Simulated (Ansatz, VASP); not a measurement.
# HC20 in VASP and in Ansatz

The input INCAR:

```
SYSTEM = HC20
PREC = Accurate ; ENCUT = 520
EDIFF = 1E-6 ; ISMEAR = 0
SIGMA = 0.1 ; LREAL = Auto
LASPH = .TRUE. ; NELM = 60
ALGO = Normal ; ISIF = 2
LWAVE = .FALSE. ; LCHARG = .FALSE.
LDIPOL = .TRUE. ; IDIPOL = 3
DIPOL = 0.5 0.5 0.305 ; GGA = PE
IVDW = 12 ; NBANDS = 56
```

KPOINTS

```
Automatic mesh
0
G
  6 4 1
  0 0 0
```

The input POSCAR:

```
HC20
1.0
    4.9292027291      0.0000000000      0.0000000000
    0.0000000000      6.8054113579      0.0000000000
    0.0000000000      0.0000000000     22.2346643469
C H
20 1
Direct
    0.3122885183      0.2500141188      0.1798992752
    0.8122885183      0.2500141188      0.1798992752
    0.0622635010      0.2500141188      0.2119095571
    0.5622635010      0.2500141188      0.2119095571
    0.1871989222      0.7499858812      0.2279080302
    0.6871989222      0.7499858812      0.2279080302
    0.4371739048      0.7499858812      0.2599183120
    0.9371739048      0.7499858812      0.2599183120
    0.0621093260      0.2500141188      0.2759167852
    0.5621093260      0.2500141188      0.2759167852
    0.3120409925      0.2500133946      0.3071026518
    0.8120409925      0.2500133946      0.3071026518
    0.4371093881      0.7499905632      0.3309339292
    0.9371093881      0.7499905632      0.3309339292
    0.1866551682      0.7499900467      0.3565506911
    0.6866551682      0.7499900467      0.3565506911
    0.3119519864      0.2500147752      0.3740490919
    0.8119519864      0.2500147752      0.3740490919
    0.0621664184      0.2500173699      0.4018349100
    0.5621664184      0.2500173699      0.4018349100
    0.3121664184      0.2500173699      0.5502518120
```

Input for Ansatz:

```yaml
crystal:
  lattice:
    - [4.9292027291, 0.0, 0.0]
    - [0.0, 6.8054113579, 0.0]
    - [0.0, 0.0, 22.2346643469]
  atoms:
    - { symbol: C, position: [0.3122885183, 0.2500141188, 0.1798992752] }
    - { symbol: C, position: [0.8122885183, 0.2500141188, 0.1798992752] }
    - { symbol: C, position: [0.062263501, 0.2500141188, 0.2119095571] }
    - { symbol: C, position: [0.562263501, 0.2500141188, 0.2119095571] }
    - { symbol: C, position: [0.1871989222, 0.7499858812, 0.2279080302] }
    - { symbol: C, position: [0.6871989222, 0.7499858812, 0.2279080302] }
    - { symbol: C, position: [0.4371739048, 0.7499858812, 0.259918312] }
    - { symbol: C, position: [0.9371739048, 0.7499858812, 0.259918312] }
    - { symbol: C, position: [0.062109326, 0.2500141188, 0.2759167852] }
    - { symbol: C, position: [0.562109326, 0.2500141188, 0.2759167852] }
    - { symbol: C, position: [0.3120409925, 0.2500133946, 0.3071026518] }
    - { symbol: C, position: [0.8120409925, 0.2500133946, 0.3071026518] }
    - { symbol: C, position: [0.4371093881, 0.7499905632, 0.3309339292] }
    - { symbol: C, position: [0.9371093881, 0.7499905632, 0.3309339292] }
    - { symbol: C, position: [0.1866551682, 0.7499900467, 0.3565506911] }
    - { symbol: C, position: [0.6866551682, 0.7499900467, 0.3565506911] }
    - { symbol: C, position: [0.3119519864, 0.2500147752, 0.3740490919] }
    - { symbol: C, position: [0.8119519864, 0.2500147752, 0.3740490919] }
    - { symbol: C, position: [0.0621664184, 0.2500173699, 0.40183491] }
    - { symbol: C, position: [0.5621664184, 0.2500173699, 0.40183491] }
    - { symbol: H, position: [0.3121664184, 0.2500173699, 0.550251812] }
basis:
  ecutwfc: 420
kpoints:
  mp_grid: { grid: [6, 4, 1] }
hamiltonian:
  xc: pbe
  pseudopotentials: { kind: paw, azcp: { folder: soft_1 } }
  dispersion: d3bj
scf:
  occupations: { method: gaussian, width: 0.1 }
output:
  forces: true
  eigenvalues: true
  write_density: true
  write_potential: true
  elf: true
  volumetric_format: npy
efield:
  axis: 3
  dipole_correction: true
  ramp_width: 0.04
```

Alike in both runs: task single point; functional PBE; dispersion D3(BJ); k mesh 6 × 4 × 1; occupations gaussian, width 0.1 eV; no spin polarisation.

|  | VASP | Ansatz |
| --- | --- | --- |
| version | VASP 6.6.1 | Ansatz 0.2.0 |
| potentials or method | VASP PAW PBE potentials, release 64 (C, H), cutoff 520 eV | scalar-relativistic, plane waves, PAW |
| valence electrons in the cell | 81 | 81 |

Ansatz gave:

- gap on the k mesh at the Fermi level (eV): none
- rms of the force components (eV/Å): 1.113

**Question.** What did VASP give for the same quantities?

**Answer.** gap on the k mesh at the Fermi level (eV): none; rms of the force components (eV/Å): 1.105.

Atom by atom the forces differ by 0.013 eV/Å (rms over components). A gap of «none» marks a metal or a gap that the smearing closes. Ansatz's warnings: vacuum below fermi, xc potential rough in thin density.
